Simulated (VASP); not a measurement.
Input of a VASP 6.6.1 run:

The input INCAR:

```
ALGO = Normal
EDIFF = 1E-6
ENCUT = 600
GGA = PE
GGA_COMPAT = False
ISIF = 2
ISMEAR = 0
LASPH = True
LCHARG = True
LELF = True
LREAL = False
LVHAR = True
LWAVE = False
NBANDS = 11
NELM = 120
PREC = Accurate
SIGMA = 0.01
```

File KPOINTS:

```
k-points
0
Gamma
  6 6 6
```

File POSCAR:

```
MgSe
1.0
    0.0000000000      2.6404401780      2.6404401780
    2.6404401780      0.0000000000      2.6404401780
    2.6404401780      2.6404401780      0.0000000000
Mg Se
1 1
Direct
    0.0000000000      0.0000000000      0.0000000000
    0.5000000000      0.5000000000      0.5000000000
```

Potentials or basis: VASP PAW PBE potentials, release 64 (Mg, Se).

Run with:

```sh
$ cat potpaw_PBE.64/Mg/POTCAR potpaw_PBE.64/Se/POTCAR > POTCAR
$ mpirun -np 1 vasp_std > vasp.out
```

Question: Predict the band gap on the k mesh.

Answer: 1.96 eV, indirect (least direct gap 3.28 eV).

Question: Predict the pressure.

Answer: 9.9 GPa.

A k mesh can miss the band edges.
